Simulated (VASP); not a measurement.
# Ga18HN18 (a cell with a defect) in VASP: single point with PBE

Aim: the single point of Ga18HN18 (a cell with a defect) with PBE.

Everything below comes from runs of VASP 6.6.1. Logs are shortened: lines on timing, memory, paths and dates and some standing lists are left out, and cuts for length are marked.

## Step 1: The cell of the first run

The cell holds a defect, 37 atoms: a = 7.653 Å, b = 7.653 Å, c = 7.653 Å, α = 78.22°, β = 78.22°, γ = 78.22°.

## Step 2: Single point, PBE (with an interstitial atom, then relaxed in part)

The input, INCAR:

```
SYSTEM = Ga18HN18
PREC = Accurate ; ENCUT = 520
EDIFF = 1E-6 ; ISMEAR = 0
SIGMA = 0.01 ; LREAL = Auto
LASPH = .True. ; NELM = 100
ALGO = Normal ; ISIF = 2
LWAVE = .False. ; LCHARG = .False.
GGA = PE ; NBANDS = 186
NELECT = 324.0
```

The input, KPOINTS:

```
Automatic mesh
0
Gamma
  2 2 2
  0.5 0.5 0.5
```

The input, POSCAR:

```
Ga18HN18
1.0
   -0.0000000001      5.5743817708     -5.2431684095
    4.8275562239     -2.7871908853     -5.2431684095
   -4.8275562239     -2.7871908854     -5.2431684095
Ga N H
18 18 1
Direct
    0.9486233688      0.2797893754      0.2788171453
    0.2797782362      0.9486260766      0.2787918927
    0.9569219396      0.5953170215      0.9379881270
    0.6080326994      0.6080124904      0.2848097523
    0.2801569505      0.2801739434      0.9431368143
    0.9465072312      0.9465221736      0.6134605748
    0.5953501142      0.9569330301      0.9380093077
    0.2814438212      0.6137187977      0.6100830787
    0.6137001615      0.2814589890      0.6100967432
    0.8972350842      0.8973004541      0.2371618872
    0.2253078412      0.5590938285      0.2226846969
    0.8906039277      0.2220254451      0.8900099812
    0.5590482048      0.2253164452      0.2226969229
    0.2220141822      0.8906366254      0.8899946099
    0.8933584739      0.5572224615      0.5554280460
    0.5580375337      0.5580698504      0.8873826982
    0.2247100458      0.2247319788      0.5562679049
    0.5571863039      0.8933698169      0.5554275264
    0.8217854869      0.1550853386      0.1539899148
    0.1550278202      0.8218250039      0.1539689928
    0.8205772698      0.4841673564      0.8177335455
    0.4905730929      0.4905944258      0.1507633168
    0.1538231654      0.1538518565      0.8192902090
    0.8197614131      0.8197810056      0.4911935934
    0.4841462237      0.8206152368      0.8177403807
    0.1558132281      0.4881929581      0.4852524547
    0.4881696972      0.1558330130      0.4852591949
    0.0981321082      0.0981250334      0.4322488815
    0.4351596822      0.7676236954      0.4274251115
    0.1022282030      0.4298707465      0.0987008474
    0.7676140831      0.4351478170      0.4274698145
    0.4298361067      0.1022609823      0.0986804156
    0.0980922045      0.7633141966      0.7647416579
    0.7785106171      0.7785855394      0.0819016932
    0.4328473864      0.4328719143      0.7626379170
    0.7633021239      0.0981155127      0.7647220369
    0.8576711268      0.8574826670      0.9824230151
```

Potentials or basis: VASP PAW PBE potentials, release 64 (Ga_d, N, H).

The run is started by

```
cat potpaw_PBE.64/Ga_d/POTCAR potpaw_PBE.64/N/POTCAR potpaw_PBE.64/H/POTCAR > POTCAR
mpirun -np 1 vasp_std > vasp.out
```

OUTCAR:

```text
SYSTEM = Ga18HN18
   PREC = Accurate
   ENCUT = 520
   EDIFF = 1E-6
   ISMEAR = 0
   LREAL = Auto
   LASPH = .True.
   NELM = 100
   ISIF = 2
   GGA = PE
   NELECT = 324.0

 ion  position               nearest neighbor table
   1  0.949  0.280  0.279-  30 1.96  28 1.96  31 1.97  19 1.97
   2  0.280  0.949  0.279-  32 1.96  28 1.96  29 1.97  20 1.97
   3  0.957  0.595  0.938-  30 1.92  21 1.93  33 1.97  34 2.07
   4  0.608  0.608  0.285-  29 1.93  31 1.93  22 1.94  34 2.20
   5  0.280  0.280  0.943-  32 1.96  30 1.96  35 1.97  23 1.97
   6  0.947  0.947  0.613-  28 1.96  36 1.97  33 1.97  24 1.97
[... 25 lines left out ...]
  32  0.430  0.102  0.099-   7 1.92   5 1.96   2 1.96  13 1.97
  33  0.098  0.763  0.765-   3 1.97   6 1.97  14 1.97   8 1.97
  34  0.779  0.779  0.082-  37 1.04   7 2.07   3 2.07  10 2.07   4 2.20
  35  0.433  0.433  0.763-   8 1.96   9 1.96  16 1.97   5 1.97
  36  0.763  0.098  0.765-   7 1.97   6 1.97  12 1.97   9 1.97
  37  0.858  0.857  0.982-  34 1.04

  LATTYP: Found a trigonal (rhomboedric) cell.
 ALAT       =     7.6527476828
 COS(alpha) =     0.2041157919

  Lattice vectors:

 A1 = (  -0.0000000001,   5.5743817708,  -5.2431684095)
 A2 = (   4.8275562239,  -2.7871908853,  -5.2431684095)
 A3 = (  -4.8275562239,  -2.7871908854,  -5.2431684095)

Analysis of symmetry for initial positions (statically):
=====================================================================
 Subroutine PRICEL returns:
 Original cell was already a primitive cell.

 Routine SETGRP: Setting up the symmetry group for a
 trigonal (rhombohedral) supercell.

 Subroutine GETGRP returns: Found  1 space group operations
 (whereof  1 operations were pure point group operations)
 out of a pool of 12 trial point group operations.

The static configuration has the point symmetry C_1 .

Analysis of symmetry for dynamics (positions and initial velocities):
=====================================================================
 Subroutine PRICEL returns:
 Original cell was already a primitive cell.

 Routine SETGRP: Setting up the symmetry group for a
 trigonal (rhombohedral) supercell.

 Subroutine GETGRP returns: Found  1 space group operations
 (whereof  1 operations were pure point group operations)
 out of a pool of 12 trial point group operations.

The dynamic configuration has the point symmetry C_1 .

 Subroutine INISYM returns: Found  1 space group operations
 (whereof  1 operations are pure point group operations),
 and found     1 'primitive' translations

[... 151 lines left out ...]
   POTIM  = 0.5000    time-step for ionic-motion
   TEBEG  =    0.0;   TEEND  =   0.0 temperature during run
   PSTRESS=    0.0 pullay stress
   NELECT =     324.0000    total number of electrons
   NUPDOWN=      -1.0000    fix difference up-down
   EMIN   =  10.00;   EMAX   =-10.00  energy-range for DOS
   EFERMI =   0.00;   METHOD = LEGACY
   ISMEAR =     0;   SIGMA  =   0.01  broadening in eV -4-tet -1-fermi 0-gaus
   EFERMI_NEDOS =   21; number of points for ismear=-14 and -15
   IALGO  =     38    algorithm
   IMIX   =      4    mixing-type and parameters
     AMIX     =   0.40;   BMIX     =  1.00
     AMIX_MAG =   1.60;   BMIX_MAG =  1.00
  volume/ion in A,a.u.               =      11.44        77.20
  Fermi-wavevector in a.u.,A,eV,Ry     =   1.497534  2.829930 30.512550  2.242609
  Thomas-Fermi vector in A             =   2.609410
   LORBIT       =      0    0 simple, 1 ext, 2 COOP (PROOUT), +10 PAW based schemes
   GGA     = PE    functional components
   LHFCALC =     F    Hartree Fock is set to
   AEXX    =    0.0000 exact exchange contribution
   IVDW    =     0    specifies the selected vdW correction
   LEPSILON=     F    determine dielectric tensor
   LRPA    =     F    only Hartree local field effects (RPA)
 non-spin polarized calculation
 Gauss-broadening in eV      SIGMA  =   0.01
  energy-cutoff  :      520.00
  volume of cell :      423.29
 maximum number of plane-waves:     11401
 NGX is ok and might be reduce to    60
   NGX = 29   NGY = 29   NGZ = 29

 number of electron     324.0000010 magnetization

 Free energy of the ion-electron system (eV)
  ---------------------------------------------------
  ext. energy  EPLUGINS =         0.00000000
  ---------------------------------------------------
  free energy    TOTEN  =      -227.42140354 eV

  energy without entropy =     -227.42140354  energy(sigma->0) =     -227.42140354

 E-fermi :   4.9909     XC(G=0): -11.5096

 val. band max:        4.8759835594   @ k =   0.2500   0.2500   0.2500
 cond. band min:       7.8961039716   @ k =   0.2500   0.2500   0.2500
 fundamental gap:      3.0201204122
 Fermi energy:         4.9908617596

 k-point     1 :       0.2500    0.2500    0.2500
  band No.  band energies     occupation
      1     -11.3322      2.00000
      2     -10.4634      2.00000
      3     -10.0941      2.00000
      4     -10.0848      2.00000
      5     -10.0111      2.00000
      6      -9.9492      2.00000
[... 697 lines left out ...]
    173      10.4846      0.00000
    174      10.6336      0.00000
 [bands above 174 left out]

------------------------ aborting loop because EDIFF is reached ----------------------------------------

  FORCE on cell =-STRESS in cart. coord.  units (eV):
  Direction    XX          YY          ZZ          XY          YZ          ZX
  --------------------------------------------------------------------------------------
  -------------------------------------------------------------------------------------
  Total       -7.5246576     -5.3521748     -4.7879114     -1.8919058      0.6993088      1.2048650
  in kB      -28.4811952    -20.2582423    -18.1224778     -7.1609555      2.6469178      4.5604726
  external PRESSURE =     -22.2873051 kB  Pullay stress =       0.0000000 kB

 VOLUME and BASIS-vectors are now :
 -----------------------------------------------------------------------------
  energy-cutoff  :      520.00
  volume of cell :      423.29
      direct lattice vectors                 reciprocal lattice vectors
    -0.000000000  5.574381771 -5.243168409    -0.000000000  0.119594727 -0.063574791
     4.827556224 -2.787190885 -5.243168409     0.103572072 -0.059797364 -0.063574791
    -4.827556224 -2.787190885 -5.243168409    -0.103572072 -0.059797364 -0.063574791

 POSITION                                       TOTAL-FORCE (eV/Angst)
 -----------------------------------------------------------------------------------
      0.00469      3.73105     -7.90266        -0.001926      0.000216     -0.003433
      3.23366     -1.86146     -7.90248        -0.000291     -0.002431     -0.003567
     -1.65426      1.06063    -13.05668        -0.008441      0.021680      0.013070
      1.56028      0.90094     -7.86924        -0.013665     -0.007478      0.008122
     -3.20049     -1.84790     -7.88293         0.001245     -0.000160      0.001041
      1.60787      0.92822    -13.14195         0.001888      0.000552      0.000914
[... 29 lines left out ...]
     -3.21808      1.85004     -8.52612        -0.003340      0.002850     -0.003042
     -0.60316     -0.34718    -14.14385         0.029045      0.016155     -0.009670
 -----------------------------------------------------------------------------------
    total drift:                               -0.002405     -0.001527     -0.010783

  FREE ENERGIE OF THE ION-ELECTRON SYSTEM (eV)
  ---------------------------------------------------
  free  energy   TOTEN  =      -227.4214035418 eV

  energy  without entropy=     -227.4214035418  energy(sigma->0) =     -227.42140354
```

Run time: 8.5 min. Hardware: 1 thread of Intel Xeon 6975P-C (Granite Rapids), shared host; peak memory 0.6 GiB.

What came out:

| Item | Value |
| --- | --- |
| Free energy | -227.4214 eV |
| Largest force | 0.035 eV/Å |

Forces in eV/Å, atoms in the order of the input:
```
Ga  -0.002  0.000 -0.003
Ga   0.000 -0.002 -0.004
Ga  -0.008  0.022  0.013
Ga  -0.014 -0.007  0.008
Ga   0.001  0.000  0.001
Ga   0.002  0.001  0.001
Ga   0.015 -0.018  0.014
Ga  -0.004  0.003  0.003
Ga   0.000 -0.005  0.003
Ga  -0.007 -0.003 -0.020
Ga  -0.002 -0.001 -0.005
Ga   0.000  0.004  0.001
Ga   0.000 -0.002 -0.005
Ga   0.002 -0.003  0.000
Ga   0.000  0.002 -0.001
Ga  -0.003 -0.002  0.004
Ga   0.002  0.002 -0.006
Ga   0.002  0.000 -0.002
N    0.000  0.001  0.006
N    0.000 -0.001  0.005
N   -0.001 -0.003 -0.006
N    0.005  0.003 -0.003
N   -0.001 -0.001  0.001
N    0.004  0.001  0.006
N   -0.003  0.002 -0.006
N    0.001  0.000  0.000
N    0.000  0.001  0.000
N   -0.001 -0.001  0.003
N    0.005  0.000 -0.002
N    0.004 -0.004  0.003
N    0.005  0.005 -0.002
N   -0.003  0.006  0.002
N    0.002 -0.004 -0.002
N   -0.027 -0.015  0.005
N    0.000  0.000 -0.001
N   -0.003  0.003 -0.003
H    0.029  0.016 -0.010
```

Levels at points of the mesh, in eV from the Fermi level:
| k point | band 158 | band 159 | band 160 | band 161 | band 162 | band 163 | band 164 | band 165 | band 166 | band 167 |
| --- | --- | --- | --- | --- | --- | --- | --- | --- | --- | --- |
| (0.25, 0.25, 0.25) | -0.77 | -0.72 | -0.69 | -0.18 | -0.11 | 2.91 | 3.83 | 4.31 | 4.49 | 4.55 |

Caveat: the cell carries a net charge on a neutralising background, which shifts energy and pressure; the cell differs from its parent crystal (with an interstitial atom, then relaxed in part); the cell is charged against a uniform background, so pressure and absolute levels hang on convention.
